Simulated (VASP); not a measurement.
# BaTiO3 (P1) in VASP: further runs

Runs on BaTiO3. Level: PBEsol. Tasks: single point.

Program: VASP 6.6.1. These are calculated values, not measurements. Logs are shortened: lines on timing, memory, paths and dates and some standing lists are left out, and cuts for length are marked.

### 1 The cell of the first run

The typed cell holds 5 atoms: a = 3.990 Å, b = 4.000 Å, c = 4.039 Å, α = 89.09°, β = 90.43°, γ = 89.92°.

### 2 Single point, PBEsol

File INCAR:

```
SYSTEM = BaTiO3
  PREC = Accurate
  ENCUT = 520
  EDIFF = 1E-7
  ISMEAR = 0
  SIGMA = 0.02
  LREAL = .False.
  LASPH = .True.
  NELM = 60
  ALGO = Normal
  ISIF = 2
  LWAVE = .False.
  LCHARG = .False.
  GGA = PS
  NBANDS = 28
```

File KPOINTS:

```
Automatic mesh
0
Gamma
  1 1 1
  0 0 0
```

File POSCAR:

```
BaTiO3
1.0
    2.8193782869      1.6423719920      2.2963980085
   -2.8265732902      1.6079329908      2.3294340357
   -0.0334225516     -3.2905616540      2.3412718630
Ba Ti O
1 1 3
Direct
    0.0026354493      0.0148621033      0.0353983570
    0.5181817518      0.5016307606      0.5229100921
    0.4831800789      0.4750976295      0.9688660862
    0.4779043671      0.9706272881      0.4676554668
    1.0205296430      0.4990537475      0.4955453533
```

Potentials or basis: VASP PAW PBE potentials, release 64 (Ba_sv, Ti_sv, O).

Launch:

```sh
$ cat potpaw_PBE.64/Ba_sv/POTCAR potpaw_PBE.64/Ti_sv/POTCAR potpaw_PBE.64/O/POTCAR > POTCAR
$ mpirun -np 1 vasp_gam > vasp.out
```

OUTCAR:

```text
SYSTEM = BaTiO3
   PREC = Accurate
   ENCUT = 520
   EDIFF = 1E-7
   ISMEAR = 0
   LREAL = .False.
   LASPH = .True.
   NELM = 60
   ISIF = 2
   GGA = PS

 ion  position               nearest neighbor table
   1  0.003  0.015  0.035-   4 2.57   3 2.67   5 2.71   4 2.74   5 2.76   3 2.78   5 2.89   3 2.90
                             4 2.99   3 3.01   5 3.03   4 3.10   2 3.40   2 3.41   2 3.43   2 3.46
   2  0.518  0.502  0.523-   3 1.81   4 1.89   5 1.99   5 2.01   4 2.15   3 2.25   1 3.40   1 3.41
                             1 3.43   1 3.46   1 3.48   1 3.50   1 3.51   1 3.59
   3  0.483  0.475  0.969-   2 1.81   2 2.25   1 2.67   1 2.78   1 2.90   1 3.01
   4  0.478  0.971  0.468-   2 1.89   2 2.15   1 2.57   1 2.74   1 2.99   1 3.10
   5  0.021  0.499  0.496-   2 1.99   2 2.01   1 2.71   1 2.76   1 2.89   1 3.03

  LATTYP: Found a triclinic cell.
 ALAT       =     6.9673386052
 B/A-ratio  =     1.2818474955
 C/A-ratio  =     0.5796505879
 COS(alpha) =     0.0003653220
 COS(beta)  =     0.5844568925
 COS(gamma) =     0.7700462139

  Lattice vectors:

 A1 = (   0.0406175549,   0.0402566712,  -6.9671039072)
 A2 = (  -2.8121832836,  -4.8926769748,  -6.9222300527)
 A3 = (   0.0334225516,   3.2905616540,  -2.3412718630)

Analysis of symmetry for initial positions (statically):
=====================================================================
 Subroutine PRICEL returns:
 Original cell was already a primitive cell.

 Routine SETGRP: Setting up the symmetry group for a
 triclinic supercell.

 Subroutine GETGRP returns: Found  1 space group operations
 (whereof  1 operations were pure point group operations)
 out of a pool of  2 trial point group operations.

The static configuration has the point symmetry C_1 .

Analysis of symmetry for dynamics (positions and initial velocities):
=====================================================================
 Subroutine PRICEL returns:
 Original cell was already a primitive cell.

 Routine SETGRP: Setting up the symmetry group for a
 triclinic supercell.

 Subroutine GETGRP returns: Found  1 space group operations
 (whereof  1 operations were pure point group operations)
 out of a pool of  2 trial point group operations.

The dynamic configuration has the point symmetry C_1 .

 Subroutine INISYM returns: Found  1 space group operations
 (whereof  1 operations are pure point group operations),
 and found     1 'primitive' translations

----------------------------------------------------------------------------------------

                                     Primitive cell

  volume of cell :      64.4480

  direct lattice vectors                    reciprocal lattice vectors
     2.819378287  1.642371992  2.296398009     0.177348406  0.101475892  0.145151924
    -2.826573290  1.607932991  2.329434036    -0.176912768  0.103613454  0.143098967
    -0.033422552 -3.290561654  2.341271863     0.002069002 -0.202620530  0.142372961

  length of vectors
     3.989952819  4.000153496  4.038621919     0.250636979  0.250022378  0.247647773

  position of ions in fractional coordinates (direct lattice)
     0.002635449  0.014862103  0.035398357
     0.518181752  0.501630761  0.522910092
     0.483180079  0.475097629  0.968866086
     0.477904367  0.970627288  0.467655467
     0.020529643  0.499053747  0.495545353

  ion indices of the primitive-cell ions
   primitive index   ion index
                 1           1
                 2           2
                 3           3
                 4           4
                 5           5

----------------------------------------------------------------------------------------

 KPOINTS: Automatic mesh

Automatic generation of k-mesh.
 Grid dimensions read from file:
 generate k-points for:    1    1    1

 Generating k-lattice:

  Cartesian coordinates                     Fractional coordinates (reciprocal lattice)
     0.177348406  0.101475892  0.145151924     1.000000000  0.000000000  0.000000000
    -0.176912768  0.103613454  0.143098967     0.000000000  1.000000000  0.000000000
     0.002069002 -0.202620530  0.142372961    -0.000000000  0.000000000  1.000000000

  Length of vectors
     0.250636979  0.250022378  0.247647773

  Shift w.r.t. Gamma in fractional coordinates (k-lattice)
     0.000000000  0.000000000  0.000000000

 Subroutine IBZKPT returns following result:
 ===========================================

 Found      1 irreducible k-points:

 Following reciprocal coordinates:
            Coordinates               Weight
  0.000000  0.000000  0.000000      1.000000
   k-points           NKPTS =      1   k-points in BZ     NKDIM =      1   number of bands    NBANDS=     28
   number of dos      NEDOS =    301   number of ions     NIONS =      5
   total plane-waves  NPLWV =  27000
   dimension x,y,z NGX =    30 NGY =   30 NGZ =   30
   dimension x,y,z NGXF=    60 NGYF=   60 NGZF=   60
   ions per type =               1   1   3
   NGX,Y,Z   is equivalent  to a cutoff of  12.50, 12.47, 12.35 a.u.
   NGXF,Y,Z  is equivalent  to a cutoff of  25.00, 24.94, 24.70 a.u.
 SYSTEM =  BaTiO3
   PREC   = accura    normal or accurate (medium, high low for compatibility)
   ISTART =      0    job   : 0-new  1-cont  2-samecut
   ICHARG =      2    charge: 1-file 2-atom 10-const
   ISPIN  =      1    spin polarized calculation?
   LNONCOLLINEAR =      F non collinear calculations
   LSORBIT =      F    spin-orbit coupling
   LASPH  =      T    aspherical Exc in radial PAW
   ENCUT  =  520.0 eV  38.22 Ry    6.18 a.u.   7.42  7.44  7.51*2*pi/ulx,y,z
   NELM   =     60;   NELMIN=  2; NELMDL= -5     # of ELM steps
   EDIFF  = 0.1E-06   stopping-criterion for ELM
   LREAL  =      F    real-space projection
   EDIFFG = 0.1E-05   stopping-criterion for IOM
   NSW    =      0    number of steps for IOM
   IBRION =     -1    ionic relax: 0-MD 1-quasi-New 2-CG
   NFREE  =      0    steps in history (QN), initial steepest desc. (CG)
   ISIF   =      2    stress and relaxation
   ISYM   =      2    0-nonsym 1-usesym 2-fastsym
   POTIM  = 0.5000    time-step for ionic-motion
   TEBEG  =    0.0;   TEEND  =   0.0 temperature during run
   PSTRESS=    0.0 pullay stress
   NELECT =      40.0000    total number of electrons
   NUPDOWN=      -1.0000    fix difference up-down
   EMIN   =  10.00;   EMAX   =-10.00  energy-range for DOS
   EFERMI =   0.00;   METHOD = LEGACY
   ISMEAR =     0;   SIGMA  =   0.02  broadening in eV -4-tet -1-fermi 0-gaus
   EFERMI_NEDOS =   21; number of points for ismear=-14 and -15
   IALGO  =     38    algorithm
   IMIX   =      4    mixing-type and parameters
     AMIX     =   0.40;   BMIX     =  1.00
     AMIX_MAG =   1.60;   BMIX_MAG =  1.00
  volume/ion in A,a.u.               =      12.89        86.98
  Fermi-wavevector in a.u.,A,eV,Ry     =   1.396449  2.638905 26.532295  1.950069
  Thomas-Fermi vector in A             =   2.519802
   LORBIT       =      0    0 simple, 1 ext, 2 COOP (PROOUT), +10 PAW based schemes
   GGA     = PS    functional components
   LHFCALC =     F    Hartree Fock is set to
   AEXX    =    0.0000 exact exchange contribution
   IVDW    =     0    specifies the selected vdW correction
   LEPSILON=     F    determine dielectric tensor
   LRPA    =     F    only Hartree local field effects (RPA)
 non-spin polarized calculation
 Gauss-broadening in eV      SIGMA  =   0.02
  energy-cutoff  :      520.00
  volume of cell :       64.45
 maximum number of plane-waves:       878
 NGX is ok and might be reduce to    30
   NGX = 15   NGY = 15   NGZ = 15

 number of electron      39.9999988 magnetization

 Free energy of the ion-electron system (eV)
  ---------------------------------------------------
  ext. energy  EPLUGINS =         0.00000000
  ---------------------------------------------------
  free energy    TOTEN  =       -28.94065747 eV

  energy without entropy =      -28.94065747  energy(sigma->0) =      -28.94065747

 E-fermi :   4.6339     XC(G=0): -11.2822

 val. band max:        4.3810399848   @ k =   0.0000   0.0000   0.0000
 cond. band min:       5.6378317588   @ k =   0.0000   0.0000   0.0000
 fundamental gap:      1.2567917741
 Fermi energy:         4.6338601741

 k-point     1 :       0.0000    0.0000    0.0000
  band No.  band energies     occupation
      1     -52.6381      2.00000
      2     -29.0681      2.00000
      3     -29.0345      2.00000
      4     -28.8973      2.00000
      5     -21.0715      2.00000
      6     -12.5050      2.00000
      7     -11.9454      2.00000
      8     -11.0740      2.00000
      9      -6.3057      2.00000
     10      -6.2171      2.00000
     11      -6.1693      2.00000
     12       1.7228      2.00000
     13       1.7472      2.00000
     14       2.2003      2.00000
     15       2.5742      2.00000
     16       2.5977      2.00000
     17       3.2175      2.00000
     18       4.1952      2.00000
     19       4.2455      2.00000
     20       4.3810      2.00000
     21       5.6378      0.00000
     22       6.1382      0.00000
     23       6.4556      0.00000
     24       7.8629      0.00000
     25       8.3047      0.00000
     26       8.9742      0.00000
     27       9.0919      0.00000
     28      10.9562      0.00000

------------------------ aborting loop because EDIFF is reached ----------------------------------------

  FORCE on cell =-STRESS in cart. coord.  units (eV):
  Direction    XX          YY          ZZ          XY          YZ          ZX
  --------------------------------------------------------------------------------------
  -------------------------------------------------------------------------------------
  Total       13.9072484     13.7607336     19.7516759      0.4136795     -1.1791625      2.3300950
  in kB      345.7340714    342.0917126    491.0264853     10.2840674    -29.3139701     57.9261412
  external PRESSURE =     392.9507564 kB  Pullay stress =       0.0000000 kB

 VOLUME and BASIS-vectors are now :
 -----------------------------------------------------------------------------
  energy-cutoff  :      520.00
  volume of cell :       64.45
      direct lattice vectors                 reciprocal lattice vectors
     2.819378287  1.642371992  2.296398009     0.177348406  0.101475892  0.145151924
    -2.826573290  1.607932991  2.329434036    -0.176912768  0.103613454  0.143098967
    -0.033422552 -3.290561654  2.341271863     0.002069002 -0.202620530  0.142372961

 POSITION                                       TOTAL-FORCE (eV/Angst)
 -----------------------------------------------------------------------------------
     -0.03576     -0.08825      0.12355        -0.604381     -1.839183      3.753055
      0.02558     -0.06303      3.58274        -1.277585     -6.131945     19.983832
     -0.01301     -1.63063      4.48466         1.076686      4.573095     -7.805893
     -1.41179      0.80675      4.45338         1.837294      1.590029     -8.277394
     -1.36929     -0.79446      2.36986        -1.032015      1.808003     -7.653601
 -----------------------------------------------------------------------------------
    total drift:                               -0.000327     -0.000175      0.000879

  FREE ENERGIE OF THE ION-ELECTRON SYSTEM (eV)
  ---------------------------------------------------
  free  energy   TOTEN  =       -28.9406574675 eV

  energy  without entropy=      -28.9406574675  energy(sigma->0) =      -28.94065747
```

Wall time 13 s (1 thread of Intel Xeon 8259CL, shared host); peak memory 0.16 GiB.

What came out:

```yaml
Free_energy: -28.9407 eV
Pressure: 39.3 GPa
Largest_force: 20.942 eV/Å
```

Forces in eV/Å, atoms in the order of the input:
```
Ba  -0.604 -1.839  3.753
Ti  -1.278 -6.132 19.984
O    1.077  4.573 -7.806
O    1.837  1.590 -8.277
O   -1.032  1.808 -7.654
```

Caveat: the k points lie up to 1.57 Å⁻¹ apart; the PAW data sets were made with another functional, which shifts forces and pressure a little; spin-orbit coupling is left out, which moves the levels of the heavy elements.

(Part 1 of 2 ends here.)
